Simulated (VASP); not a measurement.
A run of VASP 6.6.1 is set up as follows.

Contents of POSCAR:

```
MgB2
1.0
    3.0188182257      0.0000000000      0.0000000000
   -1.5094091128      2.6143732728      0.0000000000
    0.0000000000      0.0000000000      3.4092360925
Mg B
1 2
Direct
    0.0000000000      0.0000000000      0.0000000000
    0.3333333333      0.6666666667      0.5000000000
    0.6666666667      0.3333333333      0.5000000000
```

Contents of INCAR.step1:

```
  PREC = Accurate
  ENCUT = 920
  ISMEAR = 0
  SIGMA = 0.1
  LREAL = False
  LASPH = True
  NELM = 120
  NBANDS = 15
  GGA = PE
  ALGO = Normal
  EDIFF = 1E-5
  LWAVE = True
  LCHARG = False
  GGA_COMPAT = False
```

The input INCAR.step2:

```
  PREC = Accurate
  ENCUT = 920
  EDIFF = 1E-6
  ISMEAR = 0
  SIGMA = 0.1
  LREAL = False
  LASPH = True
  NELM = 120
  ALGO = Normal
  ISIF = 2
  LWAVE = False
  LCHARG = True
  METAGGA = R2SCAN
  LMIXTAU = True
  LELF = True
  LVHAR = True
  NBANDS = 15
  ISTART = 1
  GGA_COMPAT = False
```

The input KPOINTS:

```
regular mesh
0
Gamma
  18 18 12
```

Potentials or basis: VASP PAW PBE potentials, release 64 (Mg_sv, B).

Command:

```bash
$ cat potpaw_PBE.64/Mg_sv/POTCAR potpaw_PBE.64/B/POTCAR > POTCAR
$ cp INCAR.step1 INCAR
$ mpirun -np 1 vasp_std > vasp.out
$ cp INCAR.step2 INCAR
$ mpirun -np 1 vasp_std > vasp.out
```

**Question.** Estimate the band gap on the k mesh.

**Answer.** Zero (bands 8 and 9 overlap by 4.26 eV).

**Question.** Predict the pressure.

**Answer.** 10.6 GPa.

Stress tensor (GPa, compression positive):
```
10.68  0.00  0.00
 0.00 10.68  0.00
 0.00  0.00 10.55
```

Caveat: the cell stands under pressure; the PAW data sets were made with another functional, which shifts forces and pressure a little.
